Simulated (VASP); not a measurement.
A run of VASP 6.6.1 is set up as follows.

INCAR

```
  PREC = Accurate
  ENCUT = 520
  EDIFF = 1E-6
  ISMEAR = 0
  SIGMA = 0.1
  LREAL = F
  LASPH = T
  NELM = 80
  ALGO = Normal
  ISIF = 2
  LWAVE = F
  LCHARG = T
  GGA = PE
  LELF = T
  LVHAR = T
  NBANDS = 15
```

Contents of KPOINTS:

```
regular mesh
0
Gamma
  18 18 8
```

The input POSCAR:

```
AlSi2B
1.0
    3.1102359112      0.0000000000      0.0000000000
   -1.5551179556      2.6935433109      0.0000000000
    0.0000000000      0.0000000000      6.4536608904
Al Si B
1 2 1
Direct
    0.0000000000      0.0000000000      0.0000000000
    0.3333333333      0.6666666667      0.3199174046
    0.3333333333      0.6666666667      0.6800825954
    0.6666666667      0.3333333333      0.5000000000
```

Potentials or basis: VASP PAW PBE potentials, release 64 (Al, Si, B).

Launch:

```bash
$ cat potpaw_PBE.64/Al/POTCAR potpaw_PBE.64/Si/POTCAR potpaw_PBE.64/B/POTCAR > POTCAR
$ mpirun -np 1 vasp_std > vasp.out
```

(1) Predict the band gap on the k mesh.

(2) Estimate the pressure.

Results:

(1) zero (band 7 reaches 13.52 eV, above the bottom of band 8 at 6.22 eV).

(2) -0.1 GPa.
